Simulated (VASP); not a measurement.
Set up this calculation in VASP 6.6.1, as the native input.

* Task: relaxation of cell and atoms
* Functional: PBE
* Potentials or basis: VASP PAW PBE potentials, release 64 (Rb_sv, H)
* Cutoff: 600 eV
* k mesh: 3 × 3 × 4
* Occupations: gaussian, width 0.1 eV
* Spin: no spin polarisation
* Dipole correction: no
* Further INCAR settings: ALGO = Normal; EDIFF = 1e-07; IBRION = 2; EDIFFG = -0.04; NSW = 90; ISIF = 3

The structure of RbH2 lies in POSCAR:

```
RbH2
1.0
    5.9319465972      0.0000000000      0.0000000000
   -2.9659732986      5.1372164470      0.0000000000
    0.0000000000      0.0000000000      6.5259880511
Rb H
3 6
Direct
    0.4650000000      0.0000000000      0.3333333333
    0.0000000000      0.4650000000      0.6666666667
    0.5350000000      0.5350000000      0.0000000000
    0.4150000000      0.2720000000      0.2130000000
    0.7280000000      0.1430000000      0.5463333333
    0.8570000000      0.5850000000      0.8796666667
    0.2720000000      0.4150000000      0.7870000000
    0.1430000000      0.7280000000      0.4536666667
    0.5850000000      0.8570000000      0.1203333333
```

One way to write it, as run:

INCAR

```
PREC = Accurate ; ENCUT = 600
EDIFF = 1E-7 ; ISMEAR = 0
SIGMA = 0.1 ; LREAL = F
LASPH = T ; NELM = 100
ALGO = Normal ; ISIF = 3
LWAVE = F ; LCHARG = F
GGA = PE ; IBRION = 2
NSW = 90 ; EDIFFG = -0.04
```

KPOINTS

```
regular mesh
0
Gamma
  3 3 4
```

Potentials or basis: VASP PAW PBE potentials, release 64 (Rb_sv, H).

The run is started by

```sh
$ cat potpaw_PBE.64/Rb_sv/POTCAR potpaw_PBE.64/H/POTCAR > POTCAR
$ mpirun -np 1 vasp_std > vasp.out
```

Results of the run:

```
Relaxed volume                        : 51.21 Å³/atom
Relaxed cell                          : a = 7.776 Å, b = 7.776 Å, c = 8.800 Å, α = 90.00°, β = 90.00°, γ = 120.00°
Space group after relaxing (to 0.1 Å) : P3_121 (No. 152)
Energy gained by relaxing             : 870.6 meV/atom
Ionic steps                           : 9
Pressure after relaxing               : -0.1 GPa
Largest force after relaxing          : 0.040 eV/Å
Band gap on the k mesh                : zero (an odd number of electrons rules out a gap without spin polarisation)
```

Caveat: the k points lie up to 0.31 Å⁻¹ apart in the final cell, too coarse for converged energies and pressures of a metal; the volume moved by over 15 % at a fixed basis, so the end points are rough.

It took 5.6 min on 1 thread of Intel(R) Xeon(R) 6975P-C (Granite Rapids), on a shared host, peak memory 0.37 GiB.
